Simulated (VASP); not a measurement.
Crystal: HfN.

```xyz
2
Lattice="0.0000 2.4047 2.4047 2.4047 0.0000 2.4047 2.4047 2.4047 0.0000" Properties=species:S:1:pos:R:3 pbc="T T T"
Hf    0.0000    0.0000    0.0000
N     1.2024    1.2024    1.2024
```

Base run:

```yaml
Program: VASP 6.6.1
Functional: r2SCAN
Potentials_or_basis: VASP PAW PBE potentials, release 64 (Hf_pv, N)
Cutoff: 520 eV
k_mesh: 9 × 9 × 9
Occupations: fermi-dirac, width 0.05 eV
Spin: no spin polarisation
```

Its results: pressure 10.1 GPa.

Q: After a change of settings the same cell gave: pressure 2.5 GPa. Which change was it?
A. functional from r2SCAN to LDA; potentials or basis from VASP PAW PBE potentials, release 64 (Hf_pv, N) to VASP PAW LDA potentials, release 64 (Hf_pv, N)
B. further incar settings from ALGO = Normal; EDIFF = 1e-07; NBANDS = 14 to ALGO = Normal; EDIFF = 1e-06; NBANDS = 14
C. functional from r2SCAN to PBEsol; further incar settings from ALGO = Normal; EDIFF = 1e-07; NBANDS = 14 to ALGO = Normal; EDIFF = 1e-06; NBANDS = 14

A: A.

Caveats: the PAW data sets were made with another functional, which shifts forces and pressure a little (some runs).
